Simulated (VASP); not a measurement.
Input of a VASP 6.6.1 run:

The input INCAR:

```
SYSTEM = TlB2
  ALGO = Normal
  EDIFF = 1E-7
  ENCUT = 520
  GGA = PE
  ISIF = 2
  ISMEAR = 0
  LASPH = .TRUE.
  LCHARG = .FALSE.
  LREAL = .FALSE.
  LWAVE = .FALSE.
  NBANDS = 16
  NELM = 100
  PREC = Accurate
  SIGMA = 0.1
```

KPOINTS

```
k-points
0
G
  8 8 8
  0 0 0
```

Contents of POSCAR:

```
TlB2
1.0
   -1.4099152759      1.4099152759      5.3264777817
    1.4099152759     -1.4099152759      5.3264777817
    1.4099152759      1.4099152759     -5.3264777817
Tl B
1 2
Direct
    0.0000000000      0.0000000000      0.0000000000
    0.7547976380      0.7547976380      0.0000000000
    0.2452023620      0.2452023620      0.0000000000
```

Potentials or basis: VASP PAW PBE potentials, release 64 (Tl_d, B).

Command:

```sh
$ cat potpaw_PBE.64/Tl_d/POTCAR potpaw_PBE.64/B/POTCAR > POTCAR
$ mpirun -np 1 vasp_std > vasp.out
```

What does it give for the largest force?

0.027 eV/Å.

Estimate the pressure.

0.1 GPa.

Estimate the band gap on the k mesh.

zero (an odd number of electrons rules out a gap without spin polarisation).

Stress tensor (GPa, compression positive):
```
0.09 0.00 0.00
0.00 0.09 0.00
0.00 0.00 0.20
```

Caveat: spin-orbit coupling is left out, which moves the levels of the heavy elements.
